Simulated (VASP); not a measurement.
Mg2CdS3:

```xyz
12
Lattice="6.0500 -3.5000 0.0000 6.0500 3.5000 0.0000 0.0000 0.0000 6.5000" Properties=species:S:1:pos:R:3 pbc="T T T"
Mg    4.0333    1.1667    0.0000
Mg    8.0667   -1.1667    3.2500
Mg    4.0333   -1.1667    3.2500
Mg    8.0667    1.1667    0.0000
Cd    6.0500   -2.3333    0.0000
Cd    6.0500    2.3333    3.2500
S     6.0500   -2.3333    4.0625
S     4.0333    1.1667    4.0625
S     8.0667   -1.1667    0.8125
S     6.0500    2.3333    0.8125
S     4.0333   -1.1667    0.8125
S     8.0667    1.1667    4.0625
```

- Program: VASP 6.6.1
- Task: relaxation of cell and atoms
- Functional: PBE
- Potentials or basis: VASP PAW PBE potentials, release 64 (Mg, Cd, S)
- Cutoff: 600 eV
- k mesh: 2 × 2 × 2
- Occupations: gaussian, width 0.15 eV
- Spin: no spin polarisation

At the start: pressure 3.3 GPa; volume 22.94 Å³/atom.

How do energy, volume and symmetry change on relaxing?

Over 6 steps the energy falls by 28.6 meV/atom and the volume is 24.05 Å³/atom (+4.8 %); space group Cmc2_1 (No. 36, to 0.1 Å) before and after.

Step by step:
```tsv
step	energy change (eV)	largest force (eV/Å)	pressure (GPa)	volume (Å³)
1	0.0000	1.0193	3.33	275.28
2	-0.2704	0.3662	-1.00	294.71
3	-0.2727	0.4126	-0.68	292.91
4	-0.3179	0.2393	-0.31	290.51
5	-0.3396	0.1032	0.21	287.36
6	-0.3436	0.0620	-0.05	288.54
```

Final structure:
```
Mg Cd S
1.0
     6.14218   -3.54609    0.00000
     6.14218    3.54609    0.00000
     0.00000    0.00000    6.62386
Mg Cd S
4 2 6
Direct
  0.16661 0.49824 0.00106
  0.83339 0.50176 0.50106
  0.49824 0.16661 0.50106
  0.50176 0.83339 0.00106
  0.83164 0.16836 0.00229
  0.16836 0.83164 0.50229
  0.82248 0.17752 0.61413
  0.16679 0.48886 0.62823
  0.83321 0.51114 0.12823
  0.17752 0.82248 0.11413
  0.48886 0.16679 0.12823
  0.51114 0.83321 0.62823
```

Caveat: the k points lie up to 0.51 Å⁻¹ apart in the final cell; the relaxation stopped at a loose force limit of 0.08 eV/Å, so its end isn't a converged minimum.
